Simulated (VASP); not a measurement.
# Ru (P6_3/mmc) in VASP: notebook

The runs below take Ru through single point, with PBE.

Everything below comes from runs of VASP 6.6.1. Logs are shortened: lines on timing, memory, paths and dates and some standing lists are left out, and cuts for length are marked.

## (1) The cell of the first run

The structure is hexagonal, space group P6_3/mmc (No. 194). The conventional cell has a = 2.706 Å, b = 2.706 Å, c = 4.282 Å, α = 90.00°, β = 90.00°, γ = 120.00°. Within 3.5 Å of Ru (site symmetry -6m2) lie 12 Ru at 2.65 to 2.71 Å.

## (2) Single point, PBE

Input file INCAR:

```
PREC     = Accurate       # precision mode
ENCUT    = 520            # plane-wave cutoff, eV
EDIFF    = 1E-7           # SCF threshold, eV
ISMEAR   = 1              # smearing method
SIGMA    = 0.3            # smearing width, eV
LREAL    = F              # projectors in reciprocal space
LASPH    = T              # aspherical terms in the spheres
NELM     = 60             # most SCF steps
ALGO     = Normal         # electronic algorithm
ISIF     = 2              # what is computed and relaxed
LWAVE    = F              # write WAVECAR
LCHARG   = F              # write CHGCAR
GGA      = PE             # functional
NBANDS   = 21             # bands
```

Input file KPOINTS:

```
Automatic mesh
0
Gamma
  13 13 7
```

Input file POSCAR:

```
Ru
1.0
    2.7058000000      0.0000000000      0.0000000000
   -1.3529000000      2.3432915376      0.0000000000
    0.0000000000      0.0000000000      4.2819000000
Ru
2
Direct
    0.3333330000      0.6666670000      0.2500000000
    0.6666670000      0.3333330000      0.7500000000
```

Potentials or basis: VASP PAW PBE potentials, release 64 (Ru_pv).

Started as:

```bash
$ cat potpaw_PBE.64/Ru_pv/POTCAR > POTCAR
$ mpirun -np 1 vasp_std > vasp.out
```

OUTCAR:

```text
PREC = Accurate
   ENCUT = 520
   EDIFF = 1E-7
   ISMEAR = 1
   LREAL = F
   LASPH = T
   NELM = 60
   ISIF = 2
   GGA = PE

 ion  position               nearest neighbor table
   1  0.333  0.667  0.250-   2 2.65   2 2.65   2 2.65   2 2.65   2 2.65   2 2.65
   2  0.667  0.333  0.750-   1 2.65   1 2.65   1 2.65   1 2.65   1 2.65   1 2.65

  LATTYP: Found a hexagonal cell.
 ALAT       =     2.7058000000
 C/A-ratio  =     1.5824894671

  Lattice vectors:

 A1 = (   2.7058000000,   0.0000000000,   0.0000000000)
 A2 = (  -1.3529000000,   2.3432915376,   0.0000000000)
 A3 = (   0.0000000000,   0.0000000000,   4.2819000000)

Analysis of symmetry for initial positions (statically):
=====================================================================
 Subroutine PRICEL returns:
 Original cell was already a primitive cell.

 Routine SETGRP: Setting up the symmetry group for a
 hexagonal supercell.

 Subroutine GETGRP returns: Found 24 space group operations
 (whereof 12 operations were pure point group operations)
 out of a pool of 24 trial point group operations.

The static configuration has the point symmetry D_3d.
 The point group associated with its full space group is D_6h.

Analysis of symmetry for dynamics (positions and initial velocities):
=====================================================================
 Subroutine PRICEL returns:
 Original cell was already a primitive cell.

 Routine SETGRP: Setting up the symmetry group for a
 hexagonal supercell.

 Subroutine GETGRP returns: Found 24 space group operations
 (whereof 12 operations were pure point group operations)
 out of a pool of 24 trial point group operations.

The dynamic configuration has the point symmetry D_3d.
 The point group associated with its full space group is D_6h.

 Subroutine INISYM returns: Found 24 space group operations
 (whereof 12 operations are pure point group operations),
 and found     1 'primitive' translations

----------------------------------------------------------------------------------------

                                     Primitive cell

  volume of cell :      27.1493

  direct lattice vectors                    reciprocal lattice vectors
     2.705800000  0.000000000  0.000000000     0.369576465  0.213375072  0.000000000
    -1.352900000  2.343291538  0.000000000     0.000000000  0.426750144  0.000000000
     0.000000000  0.000000000  4.281900000     0.000000000  0.000000000  0.233541185

  length of vectors
     2.705800000  2.705800000  4.281900000     0.426750144  0.426750144  0.233541185

  position of ions in fractional coordinates (direct lattice)
     0.333333000  0.666667000  0.250000000
     0.666667000  0.333333000  0.750000000

  ion indices of the primitive-cell ions
   primitive index   ion index
                 1           1
                 2           2

----------------------------------------------------------------------------------------

 KPOINTS: Automatic mesh

Automatic generation of k-mesh.
 Grid dimensions read from file:
 generate k-points for:   13   13    7

 Generating k-lattice:

  Cartesian coordinates                     Fractional coordinates (reciprocal lattice)
     0.028428959  0.016413467  0.000000000     0.076923077  0.000000000  0.000000000
     0.000000000  0.032826934  0.000000000     0.000000000  0.076923077  0.000000000
     0.000000000  0.000000000  0.033363026     0.000000000  0.000000000  0.142857143

  Length of vectors
     0.032826934  0.032826934  0.033363026

  Shift w.r.t. Gamma in fractional coordinates (k-lattice)
     0.000000000  0.000000000  0.000000000

 Subroutine IBZKPT returns following result:
 ===========================================

 Found     84 irreducible k-points:

 Following reciprocal coordinates:
            Coordinates               Weight
  0.000000  0.000000  0.000000      1.000000
  0.076923  0.000000  0.000000      6.000000
  0.153846  0.000000  0.000000      6.000000
  0.230769  0.000000  0.000000      6.000000
  0.307692  0.000000  0.000000      6.000000
  0.384615  0.000000  0.000000      6.000000
[... 16 lines left out ...]
  0.076923  0.000000  0.142857     12.000000
  0.153846  0.000000  0.142857     12.000000
 [... further k-points ...]
   k-points           NKPTS =     84   k-points in BZ     NKDIM =     84   number of bands    NBANDS=     21
   number of dos      NEDOS =    301   number of ions     NIONS =      2
   total plane-waves  NPLWV =  12800
   dimension x,y,z NGX =    20 NGY =   20 NGZ =   32
   dimension x,y,z NGXF=    40 NGYF=   40 NGZF=   64
   ions per type =               2
   NGX,Y,Z   is equivalent  to a cutoff of  12.29, 12.29, 12.42 a.u.
   NGXF,Y,Z  is equivalent  to a cutoff of  24.58, 24.58, 24.85 a.u.
 SYSTEM =  unknown system
   PREC   = accura    normal or accurate (medium, high low for compatibility)
   ISTART =      0    job   : 0-new  1-cont  2-samecut
   ICHARG =      2    charge: 1-file 2-atom 10-const
   ISPIN  =      1    spin polarized calculation?
   LNONCOLLINEAR =      F non collinear calculations
   LSORBIT =      F    spin-orbit coupling
   LASPH  =      T    aspherical Exc in radial PAW
   ENCUT  =  520.0 eV  38.22 Ry    6.18 a.u.   5.03  5.03  7.96*2*pi/ulx,y,z
   NELM   =     60;   NELMIN=  2; NELMDL= -5     # of ELM steps
   EDIFF  = 0.1E-06   stopping-criterion for ELM
   LREAL  =      F    real-space projection
   EDIFFG = 0.1E-05   stopping-criterion for IOM
   NSW    =      0    number of steps for IOM
   IBRION =     -1    ionic relax: 0-MD 1-quasi-New 2-CG
   NFREE  =      0    steps in history (QN), initial steepest desc. (CG)
   ISIF   =      2    stress and relaxation
   ISYM   =      2    0-nonsym 1-usesym 2-fastsym
   POTIM  = 0.5000    time-step for ionic-motion
   TEBEG  =    0.0;   TEEND  =   0.0 temperature during run
   PSTRESS=    0.0 pullay stress
   NELECT =      28.0000    total number of electrons
   NUPDOWN=      -1.0000    fix difference up-down
   EMIN   =  10.00;   EMAX   =-10.00  energy-range for DOS
   EFERMI =   0.00;   METHOD = LEGACY
   ISMEAR =     1;   SIGMA  =   0.30  broadening in eV -4-tet -1-fermi 0-gaus
   EFERMI_NEDOS =   21; number of points for ismear=-14 and -15
   IALGO  =     38    algorithm
   IMIX   =      4    mixing-type and parameters
     AMIX     =   0.40;   BMIX     =  1.00
     AMIX_MAG =   1.60;   BMIX_MAG =  1.00
  volume/ion in A,a.u.               =      13.57        91.61
  Fermi-wavevector in a.u.,A,eV,Ry     =   1.654022  3.125649 37.222674  2.735789
  Thomas-Fermi vector in A             =   2.742361
   LORBIT       =      0    0 simple, 1 ext, 2 COOP (PROOUT), +10 PAW based schemes
   GGA     = PE    functional components
   LHFCALC =     F    Hartree Fock is set to
   AEXX    =    0.0000 exact exchange contribution
   IVDW    =     0    specifies the selected vdW correction
   LEPSILON=     F    determine dielectric tensor
   LRPA    =     F    only Hartree local field effects (RPA)
 non-spin polarized calculation
 Methfessel and Paxton  Order N= 1 SIGMA  =   0.30
  energy-cutoff  :      520.00
  volume of cell :       27.15
 maximum number of plane-waves:       750
 NGX is ok and might be reduce to    20
   NGX =  9   NGY =  9   NGZ = 15

 number of electron      28.0000008 magnetization

 Free energy of the ion-electron system (eV)
  ---------------------------------------------------
  ext. energy  EPLUGINS =         0.00000000
  ---------------------------------------------------
  free energy    TOTEN  =       -18.45387920 eV

  energy without entropy =      -18.45075980  energy(sigma->0) =      -18.45283940

 E-fermi :  12.8811     XC(G=0): -14.1216

 val. band max:       12.8755951908   @ k =   0.3846   0.0769   0.4286
 cond. band min:      12.8912689930   @ k =   0.3846   0.0000   0.4286
 fundamental gap:      0.0156738022
 Fermi energy:        12.8811212944

 k-point     1 :       0.0000    0.0000    0.0000
  band No.  band energies     occupation
      1     -30.8079      2.00000
      2     -29.8783      2.00000
      3     -29.8783      2.00000
      4     -29.7082      2.00000
      5     -29.7082      2.00000
      6     -29.6644      2.00000
[... 13 lines left out ...]
     20      23.2560      0.00000
     21      23.2858      0.00000

 k-point     2 :       0.0769    0.0000    0.0000
  band No.  band energies     occupation
      1     -30.7877      2.00000
      2     -29.9211      2.00000
      3     -29.8928      2.00000
      4     -29.7529      2.00000
      5     -29.7141      2.00000
      6     -29.6737      2.00000
[... 13 lines left out ...]
     20      23.2560      0.00000
     21      23.2800      0.00000

 k-point     3 :       0.1538    0.0000    0.0000
  band No.  band energies     occupation
      1     -30.7296      2.00000
      2     -30.0398      2.00000
      3     -29.9317      2.00000
      4     -29.8746      2.00000
      5     -29.7313      2.00000
      6     -29.7019      2.00000
[... 13 lines left out ...]
     20      23.2560      0.00000
     21      23.2700      0.00000

 k-point     4 :       0.2308    0.0000    0.0000
  band No.  band energies     occupation
      1     -30.6403      2.00000
      2     -30.2072      2.00000
      3     -30.0410      2.00000
      4     -29.9845      2.00000
      5     -29.7573      2.00000
      6     -29.7487      2.00000
[... 13 lines left out ...]
     20      23.2559      0.00000
     21      23.2637      0.00000

 k-point     5 :       0.3077    0.0000    0.0000
  band No.  band energies     occupation
      1     -30.5313      2.00000
      2     -30.3848      2.00000
      3     -30.2115      2.00000
      4     -30.0386      2.00000
      5     -29.8125      2.00000
      6     -29.7864      2.00000
[... 13 lines left out ...]
     20      23.2557      0.00000
     21      23.2593      0.00000
[... 382 lines left out ...]
     20      23.2561      0.00000
     21      23.2562      0.00000

 k-point    22 :       0.0000    0.0000    0.1429
  band No.  band energies     occupation
      1     -30.7541      2.00000
      2     -29.8700      2.00000
      3     -29.8700      2.00000
      4     -29.7241      2.00000
      5     -29.7167      2.00000
      6     -29.7167      2.00000
[... 13 lines left out ...]
     20      23.2560      0.00000
     21      24.1328      0.00000

 k-point    23 :       0.0769    0.0000    0.1429
  band No.  band energies     occupation
      1     -30.7366      2.00000
      2     -29.9115      2.00000
      3     -29.8840      2.00000
      4     -29.7857      2.00000
      5     -29.7230      2.00000
      6     -29.7073      2.00000
[... 13 lines left out ...]
     20      23.2559      0.00000
     21      24.1261      0.00000

 k-point    24 :       0.1538    0.0000    0.1429
  band No.  band energies     occupation
      1     -30.6875      2.00000
      2     -30.0258      2.00000
      3     -29.9219      2.00000
      4     -29.9121      2.00000
      5     -29.7414      2.00000
      6     -29.7245      2.00000
[... 13 lines left out ...]
     20      23.2559      0.00000
     21      24.1160      0.00000

 [... further k-points ...]
[... 5 lines left out ...]
  --------------------------------------------------------------------------------------
  -------------------------------------------------------------------------------------
  Total        0.8480018      0.8480018      0.5517008     -0.0000000      0.0000000      0.0000000
  in kB       50.0436315     50.0436316     32.5578456     -0.0000000      0.0000000      0.0000000
  external PRESSURE =      44.2150362 kB  Pullay stress =       0.0000000 kB

 VOLUME and BASIS-vectors are now :
 -----------------------------------------------------------------------------
  energy-cutoff  :      520.00
  volume of cell :       27.15
      direct lattice vectors                 reciprocal lattice vectors
     2.705800000  0.000000000  0.000000000     0.369576465  0.213375072  0.000000000
    -1.352900000  2.343291538  0.000000000     0.000000000  0.426750144  0.000000000
     0.000000000  0.000000000  4.281900000     0.000000000  0.000000000  0.233541185

 POSITION                                       TOTAL-FORCE (eV/Angst)
 -----------------------------------------------------------------------------------
     -0.00000      1.56220      1.07048        -0.000000      0.000000      0.000000
      1.35290      0.78110      3.21143         0.000000     -0.000000      0.000000
 -----------------------------------------------------------------------------------
    total drift:                               -0.000440      0.000254     -0.000045

  FREE ENERGIE OF THE ION-ELECTRON SYSTEM (eV)
  ---------------------------------------------------
  free  energy   TOTEN  =       -18.4538792041 eV

  energy  without entropy=      -18.4507598036  energy(sigma->0) =      -18.45283940
```

Run time: 22 s. Hardware: 1 thread of Intel Xeon Platinum 8375C at 2.90GHz (Ice Lake), shared host; peak memory 0.16 GiB.

What came out:

```
Free energy            : -18.4539 eV
Pressure               : 4.4 GPa
Band gap on the k mesh : zero (band 14 reaches 14.31 eV, above the bottom of band 15 at 11.32 eV)
```

Stress tensor (GPa, compression positive):
```
5.00 0.00 0.00
0.00 5.00 0.00
0.00 0.00 3.26
```

Levels at points of the mesh, in eV from the Fermi level:
| k point | band 10 | band 11 | band 12 | band 13 | band 14 | band 15 | band 16 | band 17 | band 18 | band 19 |
| --- | --- | --- | --- | --- | --- | --- | --- | --- | --- | --- |
| (0.00, 0.00, 0.00) | -2.64 | -2.46 | -1.96 | -1.96 | -1.43 | -1.43 | 1.14 | 1.14 | 1.26 | 10.25 |

## (3) Single point, PBE

Input file INCAR:

```
PREC = Accurate ; ENCUT = 520
EDIFF = 1E-6 ; ISMEAR = 1
SIGMA = 0.2 ; LREAL = False
LASPH = True ; NELM = 100
ALGO = Normal ; ISIF = 2
LWAVE = False ; LCHARG = False
GGA = PE ; NBANDS = 21
```

Input file KPOINTS:

```
regular mesh
0
Gamma
  13 13 7
```

POSCAR is that of step 2.

Potentials or basis: VASP PAW PBE potentials, release 64 (Ru_pv).

Started as:

```bash
$ cat potpaw_PBE.64/Ru_pv/POTCAR > POTCAR
$ mpirun -np 1 vasp_std > vasp.out
```

Wall time 20 s (1 thread of Intel Xeon Platinum 8375C at 2.90GHz (Ice Lake), shared host); peak memory 0.16 GiB.

It converged, with:

| Property | Result |
| --- | --- |
| Free energy | -18.4535 eV |
| Pressure | 4.4 GPa |
| Band gap on the k mesh | zero (band 14 reaches 14.31 eV, above the bottom of band 15 at 11.32 eV) |

Stress tensor (GPa, compression positive):
```
4.92 0.00 0.00
0.00 4.92 0.00
0.00 0.00 3.21
```

Levels at points of the mesh, in eV from the Fermi level:
| k point | band 10 | band 11 | band 12 | band 13 | band 14 | band 15 | band 16 | band 17 | band 18 | band 19 |
| --- | --- | --- | --- | --- | --- | --- | --- | --- | --- | --- |
| (0.00, 0.00, 0.00) | -2.65 | -2.47 | -1.97 | -1.97 | -1.44 | -1.44 | 1.13 | 1.13 | 1.25 | 10.24 |
